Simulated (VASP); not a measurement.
# MoPb (Pm-3m) in VASP: a series of runs

MoPb is run at these levels: PBE; tasks: single point.

Everything below comes from runs of VASP 6.6.1. Logs are shortened: lines on timing, memory, paths and dates and some standing lists are left out, and cuts for length are marked.

**1. The cell of the first run**

Symmetry: Pm-3m, No. 221, cubic system. The conventional cell has a = 3.410 Å, b = 3.410 Å, c = 3.410 Å, α = 90.00°, β = 90.00°, γ = 90.00°. Within 3.9 Å of Mo (site symmetry m-3m) lie 8 Pb at 2.95 Å and 6 Mo at 3.41 Å. Pb (site symmetry m-3m) has 8 Mo at 2.95 Å and 6 Pb at 3.41 Å within 3.9 Å.

**2. Single point, PBE**

INCAR

```
  ALGO = Fast
  EDIFF = 1E-7
  ENCUT = 520
  GGA = PE
  ISIF = 2
  ISMEAR = 0
  LASPH = T
  LCHARG = F
  LREAL = F
  LWAVE = F
  NBANDS = 21
  NELM = 100
  PREC = Accurate
  SIGMA = 0.1
```

KPOINTS

```
k-points
0
Gamma
  6 6 6
```

POSCAR

```
MoPb
1.0
    3.4104748396      0.0000000000      0.0000000000
    0.0000000000      3.4104748396      0.0000000000
    0.0000000000      0.0000000000      3.4104748396
Mo Pb
1 1
Direct
    0.0000000000      0.0000000000      0.0000000000
    0.5000000000      0.5000000000      0.5000000000
```

Potentials or basis: VASP PAW PBE potentials, release 64 (Mo_sv, Pb_d).

The run is started by

```console
$ cat potpaw_PBE.64/Mo_sv/POTCAR potpaw_PBE.64/Pb_d/POTCAR > POTCAR
$ mpirun -np 1 vasp_std > vasp.out
```

OUTCAR:

```text
EDIFF = 1E-7
   ENCUT = 520
   GGA = PE
   ISIF = 2
   ISMEAR = 0
   LASPH = T
   LREAL = F
   NELM = 100
   PREC = Accurate

 ion  position               nearest neighbor table
   1  0.000  0.000  0.000-   2 2.95   2 2.95   2 2.95   2 2.95   2 2.95   2 2.95   2 2.95   2 2.95

   2  0.500  0.500  0.500-   1 2.95   1 2.95   1 2.95   1 2.95   1 2.95   1 2.95   1 2.95   1 2.95

  LATTYP: Found a simple cubic cell.
 ALAT       =     3.4104748396

  Lattice vectors:

 A1 = (   3.4104748396,   0.0000000000,   0.0000000000)
 A2 = (   0.0000000000,   3.4104748396,   0.0000000000)
 A3 = (   0.0000000000,   0.0000000000,   3.4104748396)

Analysis of symmetry for initial positions (statically):
=====================================================================
 Subroutine PRICEL returns:
 Original cell was already a primitive cell.

 Routine SETGRP: Setting up the symmetry group for a
 simple cubic supercell.

 Subroutine GETGRP returns: Found 48 space group operations
 (whereof 48 operations were pure point group operations)
 out of a pool of 48 trial point group operations.

The static configuration has the point symmetry O_h .

Analysis of symmetry for dynamics (positions and initial velocities):
=====================================================================
 Subroutine PRICEL returns:
 Original cell was already a primitive cell.

 Routine SETGRP: Setting up the symmetry group for a
 simple cubic supercell.

 Subroutine GETGRP returns: Found 48 space group operations
 (whereof 48 operations were pure point group operations)
 out of a pool of 48 trial point group operations.

The dynamic configuration has the point symmetry O_h .

 Subroutine INISYM returns: Found 48 space group operations
 (whereof 48 operations are pure point group operations),
 and found     1 'primitive' translations

----------------------------------------------------------------------------------------

                                     Primitive cell

  volume of cell :      39.6684

  direct lattice vectors                    reciprocal lattice vectors
     3.410474840  0.000000000  0.000000000     0.293214302  0.000000000  0.000000000
     0.000000000  3.410474840  0.000000000     0.000000000  0.293214302  0.000000000
     0.000000000  0.000000000  3.410474840     0.000000000  0.000000000  0.293214302

  length of vectors
     3.410474840  3.410474840  3.410474840     0.293214302  0.293214302  0.293214302

  position of ions in fractional coordinates (direct lattice)
     0.000000000  0.000000000  0.000000000
     0.500000000  0.500000000  0.500000000

  ion indices of the primitive-cell ions
   primitive index   ion index
                 1           1
                 2           2

----------------------------------------------------------------------------------------

 KPOINTS: k-points

Automatic generation of k-mesh.
 Grid dimensions read from file:
 generate k-points for:    6    6    6

 Generating k-lattice:

  Cartesian coordinates                     Fractional coordinates (reciprocal lattice)
     0.048869050  0.000000000  0.000000000     0.166666667  0.000000000  0.000000000
     0.000000000  0.048869050  0.000000000     0.000000000  0.166666667  0.000000000
     0.000000000  0.000000000  0.048869050     0.000000000  0.000000000  0.166666667

  Length of vectors
     0.048869050  0.048869050  0.048869050

  Shift w.r.t. Gamma in fractional coordinates (k-lattice)
     0.000000000  0.000000000  0.000000000

 Subroutine IBZKPT returns following result:
 ===========================================

 Found     20 irreducible k-points:

 Following reciprocal coordinates:
            Coordinates               Weight
  0.000000  0.000000  0.000000      1.000000
  0.166667  0.000000  0.000000      6.000000
  0.333333  0.000000  0.000000      6.000000
  0.500000  0.000000  0.000000      3.000000
  0.166667  0.166667  0.000000     12.000000
  0.333333  0.166667  0.000000     24.000000
[... 12 lines left out ...]
  0.500000  0.500000  0.333333      6.000000
  0.500000  0.500000  0.500000      1.000000
   k-points           NKPTS =     20   k-points in BZ     NKDIM =     20   number of bands    NBANDS=     21
   number of dos      NEDOS =    301   number of ions     NIONS =      2
   total plane-waves  NPLWV =  21952
   dimension x,y,z NGX =    28 NGY =   28 NGZ =   28
   dimension x,y,z NGXF=    56 NGYF=   56 NGZF=   56
   ions per type =               1   1
   NGX,Y,Z   is equivalent  to a cutoff of  13.65, 13.65, 13.65 a.u.
   NGXF,Y,Z  is equivalent  to a cutoff of  27.30, 27.30, 27.30 a.u.
 SYSTEM =  unknown system
   PREC   = accura    normal or accurate (medium, high low for compatibility)
   ISTART =      0    job   : 0-new  1-cont  2-samecut
   ICHARG =      2    charge: 1-file 2-atom 10-const
   ISPIN  =      1    spin polarized calculation?
   LNONCOLLINEAR =      F non collinear calculations
   LSORBIT =      F    spin-orbit coupling
   LASPH  =      T    aspherical Exc in radial PAW
   ENCUT  =  520.0 eV  38.22 Ry    6.18 a.u.   6.34  6.34  6.34*2*pi/ulx,y,z
   NELM   =    100;   NELMIN=  2; NELMDL= -5     # of ELM steps
   EDIFF  = 0.1E-06   stopping-criterion for ELM
   LREAL  =      F    real-space projection
   EDIFFG = 0.1E-05   stopping-criterion for IOM
   NSW    =      0    number of steps for IOM
   IBRION =     -1    ionic relax: 0-MD 1-quasi-New 2-CG
   NFREE  =      0    steps in history (QN), initial steepest desc. (CG)
   ISIF   =      2    stress and relaxation
   ISYM   =      2    0-nonsym 1-usesym 2-fastsym
   POTIM  = 0.5000    time-step for ionic-motion
   TEBEG  =    0.0;   TEEND  =   0.0 temperature during run
   PSTRESS=    0.0 pullay stress
   NELECT =      28.0000    total number of electrons
   NUPDOWN=      -1.0000    fix difference up-down
   EMIN   =  10.00;   EMAX   =-10.00  energy-range for DOS
   EFERMI =   0.00;   METHOD = LEGACY
   ISMEAR =     0;   SIGMA  =   0.10  broadening in eV -4-tet -1-fermi 0-gaus
   EFERMI_NEDOS =   21; number of points for ismear=-14 and -15
   IALGO  =     68    algorithm
   IMIX   =      4    mixing-type and parameters
     AMIX     =   0.40;   BMIX     =  1.00
     AMIX_MAG =   1.60;   BMIX_MAG =  1.00
  volume/ion in A,a.u.               =      19.83       133.85
  Fermi-wavevector in a.u.,A,eV,Ry     =   1.457626  2.754513 28.907923  2.124672
  Thomas-Fermi vector in A             =   2.574405
   LORBIT       =      0    0 simple, 1 ext, 2 COOP (PROOUT), +10 PAW based schemes
   GGA     = PE    functional components
   LHFCALC =     F    Hartree Fock is set to
   AEXX    =    0.0000 exact exchange contribution
   IVDW    =     0    specifies the selected vdW correction
   LEPSILON=     F    determine dielectric tensor
   LRPA    =     F    only Hartree local field effects (RPA)
 non-spin polarized calculation
 RMM-DIIS sequential band-by-band and
 Gauss-broadening in eV      SIGMA  =   0.10
  energy-cutoff  :      520.00
  volume of cell :       39.67
 maximum number of plane-waves:      1081
 NGX is ok and might be reduce to    28
   NGX = 13   NGY = 13   NGZ = 13

 number of electron      27.9999994 magnetization

 Free energy of the ion-electron system (eV)
  ---------------------------------------------------
  ext. energy  EPLUGINS =         0.00000000
  ---------------------------------------------------
  free energy    TOTEN  =       -12.67458102 eV

  energy without entropy =      -12.64648353  energy(sigma->0) =      -12.66053227

 E-fermi :  10.8652     XC(G=0): -12.2266

 val. band max:       10.8448248213   @ k =   0.3333   0.1667   0.1667
 cond. band min:      10.8964363998   @ k =   0.5000   0.3333   0.0000
 fundamental gap:      0.0516115785
 Fermi energy:        10.8652222710

 k-point     1 :       0.0000    0.0000    0.0000
  band No.  band energies     occupation
      1     -49.9925      2.00000
      2     -24.0511      2.00000
      3     -24.0511      2.00000
      4     -24.0511      2.00000
      5      -6.1656      2.00000
      6      -6.1656      2.00000
[... 13 lines left out ...]
     20      22.0916      0.00000
     21      22.0916      0.00000

 k-point     2 :       0.1667    0.0000    0.0000
  band No.  band energies     occupation
      1     -49.9907      2.00000
      2     -24.0823      2.00000
      3     -24.0491      2.00000
      4     -24.0491      2.00000
      5      -6.1553      2.00000
      6      -6.0821      2.00000
[... 13 lines left out ...]
     20      21.0031      0.00000
     21      23.2284      0.00000

 k-point     3 :       0.3333    0.0000    0.0000
  band No.  band energies     occupation
      1     -49.9871      2.00000
      2     -24.1443      2.00000
      3     -24.0450      2.00000
      4     -24.0450      2.00000
      5      -6.1346      2.00000
      6      -5.9162      2.00000
[... 13 lines left out ...]
     20      19.7709      0.00000
     21      22.8398      0.00000

 k-point     4 :       0.5000    0.0000    0.0000
  band No.  band energies     occupation
      1     -49.9852      2.00000
      2     -24.1751      2.00000
      3     -24.0430      2.00000
      4     -24.0430      2.00000
      5      -6.1242      2.00000
      6      -5.9054      2.00000
[... 13 lines left out ...]
     20      19.4432      0.00000
     21      21.1939      0.00000

 k-point     5 :       0.1667    0.1667    0.0000
  band No.  band energies     occupation
      1     -49.9889      2.00000
      2     -24.0817      2.00000
      3     -24.0775      2.00000
      4     -24.0468      2.00000
      5      -6.1118      2.00000
      6      -6.0331      2.00000
[... 13 lines left out ...]
     20      21.7780      0.00000
     21      22.6739      0.00000
[... 286 lines left out ...]
     20      19.0042      0.00000
     21      19.0042      0.00000

 k-point    18 :       0.5000    0.3333    0.3333
  band No.  band energies     occupation
      1     -49.9748      2.00000
      2     -24.1520      2.00000
      3     -24.1210      2.00000
      4     -24.1199      2.00000
      5      -6.0376      2.00000
      6      -5.9959      2.00000
[... 13 lines left out ...]
     20      17.0425      0.00000
     21      19.2893      0.00000

 k-point    19 :       0.5000    0.5000    0.3333
  band No.  band energies     occupation
      1     -49.9730      2.00000
      2     -24.1491      2.00000
      3     -24.1491      2.00000
      4     -24.1179      2.00000
      5      -6.0430      2.00000
      6      -6.0033      2.00000
[... 13 lines left out ...]
     20      18.2244      0.00000
     21      18.2245      0.00000

 k-point    20 :       0.5000    0.5000    0.5000
  band No.  band energies     occupation
      1     -49.9713      2.00000
      2     -24.1468      2.00000
      3     -24.1468      2.00000
      4     -24.1468      2.00000
      5      -6.0218      2.00000
      6      -6.0218      2.00000
[... 13 lines left out ...]
     20      16.7454      0.00000
     21      16.7457      0.00000

------------------------ aborting loop because EDIFF is reached ----------------------------------------

  FORCE on cell =-STRESS in cart. coord.  units (eV):
  Direction    XX          YY          ZZ          XY          YZ          ZX
  --------------------------------------------------------------------------------------
  -------------------------------------------------------------------------------------
  Total        0.0270148      0.0270148      0.0270148      0.0000000     -0.0000000      0.0000000
  in kB        1.0911082      1.0911082      1.0911082      0.0000000     -0.0000000      0.0000000
  external PRESSURE =       1.0911082 kB  Pullay stress =       0.0000000 kB

 VOLUME and BASIS-vectors are now :
 -----------------------------------------------------------------------------
  energy-cutoff  :      520.00
  volume of cell :       39.67
      direct lattice vectors                 reciprocal lattice vectors
     3.410474840  0.000000000  0.000000000     0.293214302  0.000000000  0.000000000
     0.000000000  3.410474840  0.000000000     0.000000000  0.293214302  0.000000000
     0.000000000  0.000000000  3.410474840     0.000000000  0.000000000  0.293214302

 POSITION                                       TOTAL-FORCE (eV/Angst)
 -----------------------------------------------------------------------------------
      0.00000      0.00000      0.00000         0.000000      0.000000      0.000000
      1.70524      1.70524      1.70524         0.000000      0.000000      0.000000
 -----------------------------------------------------------------------------------
    total drift:                                0.000000      0.000000      0.000000

  FREE ENERGIE OF THE ION-ELECTRON SYSTEM (eV)
  ---------------------------------------------------
  free  energy   TOTEN  =       -12.6745810161 eV

  energy  without entropy=      -12.6464835330  energy(sigma->0) =      -12.66053227
```

It took 9.9 s on 1 thread of Intel Xeon 6975P-C (Granite Rapids), shared host; peak memory 0.15 GiB.

Results:

| Property | Result |
| --- | --- |
| Free energy | -12.6746 eV |
| Pressure | 0.1 GPa |
| Band gap on the k mesh | zero (band 14 reaches 12.59 eV, above the bottom of band 15 at 10.46 eV) |

Caveat: spin-orbit coupling is left out, which moves the levels of the heavy elements.

**3. Single point, PBE**

This run uses another cell than the first one, of 23.40 Å³/atom, 1.180 times its volume.

INCAR

```
SYSTEM = MoPb
PREC = Accurate
ENCUT = 520
EDIFF = 1E-7
ISMEAR = 0
SIGMA = 0.1
LREAL = .False.
LASPH = .True.
NELM = 60
ALGO = Normal
ISIF = 2
LWAVE = .False.
LCHARG = .False.
GGA = PE
NBANDS = 21
```

KPOINTS

```
regular mesh
0
Gamma
  6 6 6
  0 0 0
```

POSCAR

```
MoPb
1.0
    3.6036517826      0.0000000000      0.0000000000
    0.0000000000      3.6036517826      0.0000000000
    0.0000000000      0.0000000000      3.6036517826
Mo Pb
1 1
Direct
    0.0000000000      0.0000000000      0.0000000000
    0.5000000000      0.5000000000      0.5000000000
```

Potentials or basis: VASP PAW PBE potentials, release 64 (Mo_sv, Pb_d).

The run is started by

```console
$ cat potpaw_PBE.64/Mo_sv/POTCAR potpaw_PBE.64/Pb_d/POTCAR > POTCAR
$ mpirun -np 1 vasp_std > vasp.out
```

Wall time 7.5 s (1 thread of Intel Xeon 6975P-C (Granite Rapids), shared host); peak memory 0.16 GiB.

The run converged. Its results:

| Property | Result |
| --- | --- |
| Free energy | -12.3023 eV |
| Pressure | -14.4 GPa |
| Band gap on the k mesh | zero (band 14 reaches 9.97 eV, above the bottom of band 15 at 8.33 eV) |

Levels at points of the mesh, in eV from the Fermi level:
```csv
k point,band 11,band 12,band 13,band 14,band 15,band 16,band 17,band 18
"(0.00, 0.00, 0.00)",-1.66,-1.66,0.53,0.53,0.53,2.37,2.37,2.37
"(0.50, 0.00, 0.00)",-5.17,-1.52,-1.15,-1.15,0.47,1.42,6.67,7.06
"(0.50, 0.50, 0.00)",-2.52,-2.52,-1.56,-0.12,-0.12,1.28,1.32,3.34
"(0.50, 0.50, 0.50)",-3.58,-3.58,-3.58,1.34,1.34,3.38,3.38,3.38
```

Caveat: spin-orbit coupling is left out, which moves the levels of the heavy elements.
